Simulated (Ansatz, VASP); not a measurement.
TePb in VASP and in Ansatz

```
Pb Te
1.0
     0.00000    3.23100    3.23100
     3.23100    0.00000    3.23100
     3.23100    3.23100    0.00000
Pb Te
1 1
Direct
  0.00000 0.00000 0.00000
  0.50000 0.50000 0.50000
```

Alike in both runs: functional PBE; k mesh 7 × 7 × 7; occupations fermi-dirac, width 0.05 eV; non-collinear spin, spin-orbit coupling.

|  | VASP | Ansatz |
| --- | --- | --- |
| version | VASP 6.6.1 | Ansatz 0.2.0 |
| potentials or method | VASP PAW PBE potentials, release 64 (Pb_d, Te) | Ansatz PAW |
| plane-wave cutoff (eV) | 520 | 420 |
| valence electrons in the cell | 20 | 30 |
| task | single point | band structure |

Ansatz gave:

```
pressure (GPa) : 1.9
```

Question: What did VASP give for the same quantities?

Answer: Pressure (GPa): 2.0.

VASP's potentials hold 20 valence electrons a cell and Ansatz's 30, so a difference there can come from the potentials and not from the codes.
